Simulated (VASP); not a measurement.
# SiC (F-43m) in VASP: single point with r2SCANh

Aim: the single point of SiC with r2SCANh.

Everything below comes from runs of VASP 6.6.1. Logs are shortened: lines on timing, memory, paths and dates and some standing lists are left out, and cuts for length are marked.

## 1. The cell of the first run

The structure is cubic, space group F-43m (No. 216). Conventional cell: a = 4.380 Å, b = 4.380 Å, c = 4.380 Å, α = 90.00°, β = 90.00°, γ = 90.00°. Within 2.5 Å of Si (site symmetry -43m) lie 4 C at 1.90 Å. C (site symmetry -43m) has 4 Si at 1.90 Å within 2.5 Å.

## 2. Single point, r2SCANh

POSCAR

```
SiC
1.0
   -4.3797049987      4.3797049987     -4.3797049987
    4.3797049987      4.3797049987      4.3797049987
    4.3797049987     -4.3797049987     -4.3797049987
Si C
16 16
Direct
    0.0000000000      0.0000000000      0.7500000000
    0.0000000000      0.2500000000      0.5000000000
    0.0000000000      0.5000000000      0.2500000000
    0.0000000000      0.7500000000      0.0000000000
    0.2500000000      0.0000000000      0.5000000000
    0.2500000000      0.2500000000      0.2500000000
    0.2500000000      0.5000000000      0.0000000000
    0.2500000000      0.7500000000      0.7500000000
    0.5000000000      0.0000000000      0.2500000000
    0.5000000000      0.2500000000      0.0000000000
    0.5000000000      0.5000000000      0.7500000000
    0.5000000000      0.7500000000      0.5000000000
    0.7500000000      0.0000000000      0.0000000000
    0.7500000000      0.2500000000      0.7500000000
    0.7500000000      0.5000000000      0.5000000000
    0.7500000000      0.7500000000      0.2500000000
    0.0000000000      0.0000000000      0.0000000000
    0.0000000000      0.2500000000      0.7500000000
    0.0000000000      0.5000000000      0.5000000000
    0.0000000000      0.7500000000      0.2500000000
    0.2500000000      0.0000000000      0.7500000000
    0.2500000000      0.2500000000      0.5000000000
    0.2500000000      0.5000000000      0.2500000000
    0.2500000000      0.7500000000      0.0000000000
    0.5000000000      0.0000000000      0.5000000000
    0.5000000000      0.2500000000      0.2500000000
    0.5000000000      0.5000000000      0.0000000000
    0.5000000000      0.7500000000      0.7500000000
    0.7500000000      0.0000000000      0.2500000000
    0.7500000000      0.2500000000      0.0000000000
    0.7500000000      0.5000000000      0.7500000000
    0.7500000000      0.7500000000      0.5000000000
```

INCAR.step1

```
SYSTEM = SiC
PREC = Accurate
ENCUT = 580
EDIFF = 1E-5
ISMEAR = 0
SIGMA = 0.01
LREAL = Auto
LASPH = .TRUE.
NELM = 120
ALGO = Normal
ISIF = 2
LWAVE = .TRUE.
LCHARG = .FALSE.
NBANDS = 86
GGA = PE
GGA_COMPAT = .FALSE.
```

INCAR.step2

```
SYSTEM = SiC
PREC = Accurate
ENCUT = 580
EDIFF = 1E-6
ISMEAR = 0
SIGMA = 0.01
LREAL = Auto
LASPH = .TRUE.
NELM = 120
ALGO = Normal
ISIF = 2
LWAVE = .FALSE.
LCHARG = .FALSE.
METAGGA = R2SCAN
LHFCALC = .TRUE.
AEXX = 0.1
LMIXTAU = .TRUE.
PRECFOCK = Fast
NBANDS = 86
ISTART = 1
GGA_COMPAT = .FALSE.
```

KPOINTS

```
regular mesh
0
G
  1 1 1
  0 0 0
```

Potentials or basis: VASP PAW PBE potentials, release 64 (Si, C).

Launch:

```console
$ cat potpaw_PBE.64/Si/POTCAR potpaw_PBE.64/C/POTCAR > POTCAR
$ cp INCAR.step1 INCAR
$ mpirun -np 1 vasp_gam > vasp.out
$ cp INCAR.step2 INCAR
$ mpirun -np 1 vasp_gam > vasp.out
```

OUTCAR:

```text
SYSTEM = SiC
   PREC = Accurate
   ENCUT = 580
   EDIFF = 1E-6
   ISMEAR = 0
   LREAL = Auto
   LASPH = .TRUE.
   NELM = 120
   ISIF = 2
   METAGGA = R2SCAN
   LHFCALC = .TRUE.
   AEXX = 0.1
   PRECFOCK = Fast
   ISTART = 1

 ion  position               nearest neighbor table
   1  0.000  0.000  0.750-  17 1.90  18 1.90  21 1.90  32 1.90   8 3.10  13 3.10  14 3.10   2 3.10
                             4 3.10   5 3.10   6 3.10  16 3.10  10 3.10   7 3.10  15 3.10  12 3.10
   2  0.000  0.250  0.500-  18 1.90  19 1.90  22 1.90  29 1.90   7 3.10  14 3.10  15 3.10   1 3.10
                             3 3.10   5 3.10   6 3.10  13 3.10  11 3.10   8 3.10  16 3.10   9 3.10
   3  0.000  0.500  0.250-  19 1.90  20 1.90  23 1.90  30 1.90   8 3.10  15 3.10  16 3.10   2 3.10
                             4 3.10   6 3.10   7 3.10  14 3.10  12 3.10   5 3.10  13 3.10  10 3.10
   4  0.000  0.750  0.000-  17 1.90  20 1.90  24 1.90  31 1.90   8 3.10  13 3.10  16 3.10   1 3.10
                             3 3.10   5 3.10   7 3.10  15 3.10   9 3.10   6 3.10  14 3.10  11 3.10
   5  0.250  0.000  0.500-  20 1.90  21 1.90  22 1.90  25 1.90   9 3.10  10 3.10  12 3.10   1 3.10
                             2 3.10   6 3.10   8 3.10   4 3.10  14 3.10  11 3.10   3 3.10  16 3.10
   6  0.250  0.250  0.250-  17 1.90  22 1.90  23 1.90  26 1.90   9 3.10  10 3.10  11 3.10   2 3.10
                             3 3.10   5 3.10   7 3.10   1 3.10  15 3.10  12 3.10   4 3.10  13 3.10
   7  0.250  0.500  0.000-  18 1.90  23 1.90  24 1.90  27 1.90  10 3.10  11 3.10  12 3.10   3 3.10
                             4 3.10   6 3.10   8 3.10   2 3.10  16 3.10   9 3.10   1 3.10  14 3.10
   8  0.250  0.750  0.750-  19 1.90  21 1.90  24 1.90  28 1.90   9 3.10  11 3.10  12 3.10   1 3.10
                             4 3.10   5 3.10   7 3.10   3 3.10  13 3.10  10 3.10   2 3.10  15 3.10
   9  0.500  0.000  0.250-  24 1.90  25 1.90  26 1.90  29 1.90  13 3.10  14 3.10  16 3.10   5 3.10
[... 17 lines left out ...]
  19  0.000  0.500  0.500-   2 1.90   3 1.90   8 1.90  15 1.90
  20  0.000  0.750  0.250-   3 1.90   4 1.90   5 1.90  16 1.90
  21  0.250  0.000  0.750-   1 1.90   5 1.90   8 1.90  10 1.90
  22  0.250  0.250  0.500-   2 1.90   5 1.90   6 1.90  11 1.90
[... 8 lines left out ...]
  31  0.750  0.500  0.750-   4 1.90  11 1.90  14 1.90  15 1.90
  32  0.750  0.750  0.500-   1 1.90  12 1.90  15 1.90  16 1.90

  LATTYP: Found a body centered cubic cell.
 ALAT       =     8.7594099974

  Lattice vectors:

 A1 = (  -4.3797049987,   4.3797049987,  -4.3797049987)
 A2 = (   4.3797049987,   4.3797049987,   4.3797049987)
 A3 = (   4.3797049987,  -4.3797049987,  -4.3797049987)

Analysis of symmetry for initial positions (statically):
=====================================================================
 Subroutine PRICEL returns following result:

  LATTYP: Found a face centered cubic cell.
 ALAT       =     4.3797049987

  Lattice vectors:
[... 135 lines left out ...]
  volume/ion in A,a.u.               =      10.50        70.87
  Fermi-wavevector in a.u.,A,eV,Ry     =   1.186716  2.242567 19.161000  1.408294
  Thomas-Fermi vector in A             =   2.322882
   LORBIT       =      0    0 simple, 1 ext, 2 COOP (PROOUT), +10 PAW based schemes
   METAGGA = R2SCAN    functional components
   LHFCALC =     T    Hartree Fock is set to
   PRECFOCK=fast      Normal, Fast or Accurate (Low or Medium for compatibility)
   ENCUT4O =  -1.0   cutoff for four orbital integrals eV
   NKREDX  =     1    reduce k-point grid by
   NKREDY  =     1    reduce k-point grid by
   NKREDZ  =     1    reduce k-point grid by
   AEXX    =    0.1000 exact exchange contribution
   HFSCREEN=    0.0000 screening length (either q_TF or 0.3 A-1)
   HFSCREENC=   0.0000 screening length for correlation (either q_TF or 0.3 A-1)
   ENCUTFOCK=  -1.0 apply spherical cutoff to Coloumb kernel
   IVDW    =     0    specifies the selected vdW correction
   LEPSILON=     F    determine dielectric tensor
   LRPA    =     F    only Hartree local field effects (RPA)
 non-spin polarized calculation
 Gauss-broadening in eV      SIGMA  =   0.01
  energy-cutoff  :      580.00
  volume of cell :      336.04
 maximum number of plane-waves:      5321
 NGX is ok and might be reduce to    60
  NGX = 30; NGY = 30; NGZ = 30

 number of electron     127.9999991 magnetization

 Free energy of the ion-electron system (eV)
  ---------------------------------------------------
  ext. energy  EPLUGINS =         0.00000000
  ---------------------------------------------------
  free energy    TOTEN  =      -321.01301317 eV

  energy without entropy =     -321.01301317  energy(sigma->0) =     -321.01301317

 E-fermi :   7.5889     XC(G=0): -10.7846

 val. band max:        7.4846700002   @ k =   0.0000   0.0000   0.0000
 cond. band min:       9.8465595103   @ k =   0.0000   0.0000   0.0000
 fundamental gap:      2.3618895101
 Fermi energy:         7.5888888709

 k-point     1 :       0.0000    0.0000    0.0000
  band No.  band energies     occupation
      1      -9.0881      2.00000
      2      -5.9230      2.00000
      3      -5.9230      2.00000
      4      -5.9230      2.00000
      5      -5.9230      2.00000
      6      -5.9230      2.00000
[... 68 lines left out ...]
     75      14.1932      0.00000
     76      14.1932      0.00000
 [bands above 76 left out]

------------------------ aborting loop because EDIFF is reached ----------------------------------------

  FORCE on cell =-STRESS in cart. coord.  units (eV):
  Direction    XX          YY          ZZ          XY          YZ          ZX
  --------------------------------------------------------------------------------------
  -------------------------------------------------------------------------------------
  Total       -8.3978293     -8.3978293     -8.3978293     -0.0000000     -0.0000000      0.0000000
  in kB      -40.0389849    -40.0389849    -40.0389849     -0.0000000     -0.0000000      0.0000000
  external PRESSURE =     -40.0389849 kB  Pullay stress =       0.0000000 kB

 VOLUME and BASIS-vectors are now :
 -----------------------------------------------------------------------------
  energy-cutoff  :      580.00
  volume of cell :      336.04
      direct lattice vectors                 reciprocal lattice vectors
    -4.379704999  4.379704999 -4.379704999     0.000000000  0.114162940 -0.114162940
     4.379704999  4.379704999  4.379704999     0.114162940  0.114162940  0.000000000
     4.379704999 -4.379704999 -4.379704999     0.114162940  0.000000000 -0.114162940

 POSITION                                       TOTAL-FORCE (eV/Angst)
 -----------------------------------------------------------------------------------
      3.28478     -3.28478     -3.28478         0.000000      0.000000     -0.000000
      3.28478     -1.09493     -1.09493         0.000000      0.000000      0.000000
      3.28478      1.09493      1.09493         0.000000     -0.000000     -0.000000
      3.28478      3.28478      3.28478        -0.000000     -0.000000     -0.000000
      1.09493     -1.09493     -3.28478         0.000000      0.000000     -0.000000
      1.09493      1.09493     -1.09493         0.000000     -0.000000     -0.000000
[... 24 lines left out ...]
      2.18985      2.18985     -4.37970        -0.000000      0.000000      0.000000
      2.18985      4.37970     -2.18985        -0.000000      0.000000      0.000000
 -----------------------------------------------------------------------------------
    total drift:                                0.000050      0.000050     -0.000050

  FREE ENERGIE OF THE ION-ELECTRON SYSTEM (eV)
  ---------------------------------------------------
  free  energy   TOTEN  =      -321.0130131666 eV

  energy  without entropy=     -321.0130131666  energy(sigma->0) =     -321.01301317
```

OUTCAR.step1:

```text
SYSTEM = SiC
   PREC = Accurate
   ENCUT = 580
   EDIFF = 1E-5
   ISMEAR = 0
   LREAL = Auto
   LASPH = .TRUE.
   NELM = 120
   ISIF = 2
[... 345 lines left out ...]
      1.09493      1.09493     -1.09493         0.000000      0.000000      0.000000
[... 24 lines left out ...]
      2.18985      2.18985     -4.37970        -0.000000     -0.000000      0.000000
      2.18985      4.37970     -2.18985        -0.000000     -0.000000     -0.000000
 -----------------------------------------------------------------------------------
    total drift:                                0.000002      0.000002     -0.000002

  FREE ENERGIE OF THE ION-ELECTRON SYSTEM (eV)
  ---------------------------------------------------
  free  energy   TOTEN  =      -236.9856316782 eV

  energy  without entropy=     -236.9856316782  energy(sigma->0) =     -236.98563168
```

Run time: 5.5 min. Hardware: 1 thread of AMD EPYC 7R43 (Zen 3), shared host; peak memory 0.54 GiB.

What came out:

| Property | Result |
| --- | --- |
| Free energy | -321.0130 eV |
| Pressure | -4.0 GPa |
| Band gap on the k mesh | 2.36 eV |

Caveat: the k points lie up to 1.01 Å⁻¹ apart, too coarse for converged energies, forces and pressures; the PAW data sets were made with another functional, which shifts forces and pressure a little; an odd mesh through Γ misses points on the zone boundary, where band edges can lie.
